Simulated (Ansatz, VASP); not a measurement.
## BaZrO3 in VASP and in Ansatz

POSCAR

```
BaZrO3
1.0
    4.1913400000      0.0000000000      0.0000000000
    0.0000000000      4.1913400000      0.0000000000
    0.0000000000      0.0000000000      4.1913400000
Ba Zr O
1 1 3
Direct
    0.0000000000      0.0000000000      0.0000000000
    0.5000000000      0.5000000000      0.5000000000
    0.5000000000      0.5000000000      0.0000000000
    0.5000000000      0.0000000000      0.5000000000
    0.0000000000      0.5000000000      0.5000000000
```

The input INCAR.step1:

```
PREC = Accurate
ENCUT = 520
EDIFF = 1E-5
ISMEAR = 0
SIGMA = 0.01
LREAL = F
LASPH = T
NELM = 100
ALGO = Normal
ISIF = 2
LWAVE = T
GGA = PE
NBANDS = 28
```

File INCAR.step2:

```
PREC = Accurate
ENCUT = 520
EDIFF = 1E-7
ISMEAR = 0
SIGMA = 0.01
LREAL = F
LASPH = T
NELM = 100
ALGO = Normal
ISIF = 2
LWAVE = F
LCHARG = T
GGA = PE
LHFCALC = T
HFSCREEN = 0.2079
PRECFOCK = Fast
LELF = T
LVHAR = T
ISTART = 1
NBANDS = 28
```

KPOINTS

```
regular mesh
0
Gamma
  4 4 4
```

File input:

```
crystal:
  lattice:
    - [4.19134, 0.0, 0.0]
    - [0.0, 4.19134, 0.0]
    - [0.0, 0.0, 4.19134]
  atoms:
    - { symbol: Ba, position: [0.0, 0.0, 0.0] }
    - { symbol: Zr, position: [0.5, 0.5, 0.5] }
    - { symbol: O, position: [0.5, 0.5, 0.0] }
    - { symbol: O, position: [0.5, 0.0, 0.5] }
    - { symbol: O, position: [0.0, 0.5, 0.5] }
kpoints:
  mp_grid: { grid: [4, 4, 4] }
  band_path:
    path: [[0.0, 0.0, 0.0], [0.0, 0.5, 0.0], [0.5, 0.5, 0.0], [0.5, 0.5, 0.5]]
    npoints: 1
hamiltonian:
  xc: hse06
scf:
  occupations: { method: fixed }
  n_extra_bands: 5
output:
  forces: true
  stress: true
  eigenvalues: true
```

Alike in both runs: functional HSE06; k mesh 4 × 4 × 4; no spin polarisation.

```csv
,VASP,Ansatz
version,VASP 6.6.1,Ansatz 0.2.0
potentials or method,"VASP PAW PBE potentials, release 64 (Ba_sv, Zr_sv, O)",Ansatz PAW
plane-wave cutoff (eV),520,420
occupations,"gaussian, width 0.01 eV",fixed
valence electrons in the cell,40,40
task,single point,band structure
```

```tsv
	VASP	Ansatz	Ansatz less VASP
gap on the k mesh at the Fermi level (eV)	4.67	4.71	+0.045
least direct gap on the mesh (eV)	4.96	4.98	+0.023
pressure (GPa)	1.2	0.1	-1.04
```

Spin-orbit coupling is off throughout.
